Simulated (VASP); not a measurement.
# Se (Fd-3m) in VASP: relaxation of cell and atoms with PBEsol

Aim: the relaxation of cell and atoms of Se with PBEsol.

Program: VASP 6.6.1. These are calculated values, not measurements. Logs are shortened: lines on timing, memory, paths and dates and some standing lists are left out, and cuts for length are marked.

**1. The cell of the first run**

The structure is cubic, space group Fd-3m (No. 227). Conventional cell: a = 6.224 Å, b = 6.224 Å, c = 6.224 Å, α = 90.00°, β = 90.00°, γ = 90.00°. Within 3.6 Å of Se (site symmetry -43m) lie 4 Se at 2.69 Å.

This isn't the form of Se at room conditions, which is trigonal, of chains.

**2. Relaxation of cell and atoms, PBEsol**

File INCAR:

```
ALGO = Normal ; EDIFF = 1E-6
EDIFFG = -0.01 ; ENCUT = 600
GGA = PS ; IBRION = 2
ISIF = 3 ; ISMEAR = 0
LASPH = True ; LCHARG = False
LREAL = False ; LWAVE = False
NELM = 100 ; NSW = 100
PREC = Accurate ; SIGMA = 0.1
```

File KPOINTS:

```
k-points
0
Gamma
  12 12 12
```

File POSCAR:

```
Se
1.0
    0.0000000000      3.1118728895      3.1118728895
    3.1118728895      0.0000000000      3.1118728895
    3.1118728895      3.1118728895      0.0000000000
Se
2
Direct
    0.5000000000      0.5000000000      0.5000000000
    0.7500000000      0.7500000000      0.7500000000
```

Potentials or basis: VASP PAW PBE potentials, release 64 (Se).

On the command line:

```console
cat potpaw_PBE.64/Se/POTCAR > POTCAR
mpirun -np 1 vasp_std > vasp.out
```

OUTCAR:

```text
EDIFF = 1E-6
   EDIFFG = -0.01
   ENCUT = 600
   GGA = PS
   IBRION = 2
   ISIF = 3
   ISMEAR = 0
   LASPH = True
   LREAL = False
   NELM = 100
   NSW = 100
   PREC = Accurate

 ion  position               nearest neighbor table
   1  0.500  0.500  0.500-   2 2.69   2 2.69   2 2.69   2 2.69
   2  0.750  0.750  0.750-   1 2.69   1 2.69   1 2.69   1 2.69

  LATTYP: Found a face centered cubic cell.
 ALAT       =     6.2237457790

  Lattice vectors:

 A1 = (   0.0000000000,   3.1118728895,   3.1118728895)
 A2 = (   3.1118728895,   0.0000000000,   3.1118728895)
 A3 = (   3.1118728895,   3.1118728895,   0.0000000000)

Analysis of symmetry for initial positions (statically):
=====================================================================
 Subroutine PRICEL returns:
 Original cell was already a primitive cell.

 Routine SETGRP: Setting up the symmetry group for a
 face centered cubic supercell.

 Subroutine GETGRP returns: Found 48 space group operations
 (whereof 24 operations were pure point group operations)
 out of a pool of 48 trial point group operations.

The static configuration has the point symmetry T_d .
 The point group associated with its full space group is O_h .

Analysis of symmetry for dynamics (positions and initial velocities):
=====================================================================
 Subroutine PRICEL returns:
 Original cell was already a primitive cell.

 Routine SETGRP: Setting up the symmetry group for a
 face centered cubic supercell.

 Subroutine GETGRP returns: Found 48 space group operations
 (whereof 24 operations were pure point group operations)
 out of a pool of 48 trial point group operations.

The dynamic configuration has the point symmetry T_d .
 The point group associated with its full space group is O_h .

 Subroutine INISYM returns: Found 48 space group operations
 (whereof 24 operations are pure point group operations),
 and found     1 'primitive' translations

----------------------------------------------------------------------------------------

                                     Primitive cell

  volume of cell :      60.2692

  direct lattice vectors                    reciprocal lattice vectors
     0.000000000  3.111872889  3.111872889    -0.160674943  0.160674943  0.160674943
     3.111872889  0.000000000  3.111872889     0.160674943 -0.160674943  0.160674943
     3.111872889  3.111872889  0.000000000     0.160674943  0.160674943 -0.160674943

  length of vectors
     4.400852845  4.400852845  4.400852845     0.278297165  0.278297165  0.278297165

  position of ions in fractional coordinates (direct lattice)
     0.500000000  0.500000000  0.500000000
     0.750000000  0.750000000  0.750000000
[... 90 lines left out ...]
   EMIN   =  10.00;   EMAX   =-10.00  energy-range for DOS
   EFERMI =   0.00;   METHOD = LEGACY
   ISMEAR =     0;   SIGMA  =   0.10  broadening in eV -4-tet -1-fermi 0-gaus
   EFERMI_NEDOS =   21; number of points for ismear=-14 and -15
   IALGO  =     38    algorithm
   IMIX   =      4    mixing-type and parameters
     AMIX     =   0.40;   BMIX     =  1.00
     AMIX_MAG =   1.60;   BMIX_MAG =  1.00
  volume/ion in A,a.u.               =      30.13       203.36
  Fermi-wavevector in a.u.,A,eV,Ry     =   0.955953  1.806490 12.433643  0.913847
  Thomas-Fermi vector in A             =   2.084838
   LORBIT       =      0    0 simple, 1 ext, 2 COOP (PROOUT), +10 PAW based schemes
   GGA     = PS    functional components
   LHFCALC =     F    Hartree Fock is set to
   AEXX    =    0.0000 exact exchange contribution
   IVDW    =     0    specifies the selected vdW correction
   LEPSILON=     F    determine dielectric tensor
   LRPA    =     F    only Hartree local field effects (RPA)
 conjugate gradient relaxation of ions
 non-spin polarized calculation
 Gauss-broadening in eV      SIGMA  =   0.10
  energy-cutoff  :      600.00
  volume of cell :       60.27
 maximum number of plane-waves:      2044
   NGX = 17   NGY = 17   NGZ = 17

 number of electron      12.0000001 magnetization

 Free energy of the ion-electron system (eV)
  ---------------------------------------------------
  ext. energy  EPLUGINS =         0.00000000
  ---------------------------------------------------
  free energy    TOTEN  =        -6.64064299 eV

  energy without entropy =       -6.63303576  energy(sigma->0) =       -6.63683938

 E-fermi :   2.3360     XC(G=0):  -8.5644

 val. band max:        2.3174517140   @ k =   0.4167   0.0833   0.0000
 cond. band min:       2.3754461929   @ k =   0.2500   0.0833   0.0000
 fundamental gap:      0.0579944788
 Fermi energy:         2.3360229026

 k-point     1 :       0.0000    0.0000    0.0000
  band No.  band energies     occupation
      1     -13.2482      2.00000
      2      -7.7622      2.00000
      3      -1.2276      2.00000
      4      -1.2276      2.00000
      5      -1.2276      2.00000
      6       1.5180      2.00000
      7       1.5180      2.00000
      8       1.5180      2.00000
      9       6.5273      0.00000
     10       9.9057      0.00000
[... 287 lines left out ...]
 k-point    24 :      -0.4167    0.1667    0.0000
  band No.  band energies     occupation
      1     -12.0398      2.00000
      2     -10.0302      2.00000
      3      -2.9447      2.00000
      4      -2.1298      2.00000
      5      -0.6734      2.00000
      6       2.4380      0.14907
      7       3.0158      0.00000
      8       3.9818      0.00000
      9       8.2146      0.00000
     10       9.4523      0.00000

 [... further k-points ...]

------------------------ aborting loop because EDIFF is reached ----------------------------------------

  FORCE on cell =-STRESS in cart. coord.  units (eV):
  Direction    XX          YY          ZZ          XY          YZ          ZX
  --------------------------------------------------------------------------------------
  -------------------------------------------------------------------------------------
  Total        0.0172391      0.0172391      0.0172391      0.0000000      0.0000000      0.0000000
  in kB        0.4582775      0.4582775      0.4582775      0.0000000      0.0000000      0.0000000
  external PRESSURE =       0.4582775 kB  Pullay stress =       0.0000000 kB

 VOLUME and BASIS-vectors are now :
 -----------------------------------------------------------------------------
  energy-cutoff  :      600.00
  volume of cell :       60.27
      direct lattice vectors                 reciprocal lattice vectors
     0.000000000  3.111872889  3.111872889    -0.160674943  0.160674943  0.160674943
     3.111872889  0.000000000  3.111872889     0.160674943 -0.160674943  0.160674943
     3.111872889  3.111872889  0.000000000     0.160674943  0.160674943 -0.160674943

 POSITION                                       TOTAL-FORCE (eV/Angst)
 -----------------------------------------------------------------------------------
      3.11187      3.11187      3.11187        -0.000000     -0.000000     -0.000000
      4.66781      4.66781      4.66781         0.000000      0.000000      0.000000
 -----------------------------------------------------------------------------------
    total drift:                                0.000000      0.000000      0.000000

  FREE ENERGIE OF THE ION-ELECTRON SYSTEM (eV)
  ---------------------------------------------------
  free  energy   TOTEN  =        -6.6406429881 eV

  energy  without entropy=       -6.6330357628  energy(sigma->0) =       -6.63683938

 reached required accuracy - stopping structural energy minimisation
```

Run time: 15 s. Hardware: 1 thread of Intel Xeon 6975P-C (Granite Rapids), shared host; peak memory 0.22 GiB.

Results:

```yaml
Free_energy: -6.6406 eV
Pressure_after_relaxing: 0.0 GPa
Band_gap_on_the_k_mesh: zero (bands 6 and 7 overlap by 1.12 eV)
```

Final structure:
```
Se
1.0
     0.00000    3.11187    3.11187
     3.11187    0.00000    3.11187
     3.11187    3.11187    0.00000
Se
2
Direct
  0.50000 0.50000 0.50000
  0.75000 0.75000 0.75000
```

Caveat: the relaxation stopped at its first step, so nothing moved; the PAW data sets were made with another functional, which shifts forces and pressure a little.

The gap in the log of VASP goes by the Fermi energy; the results here count the filled bands.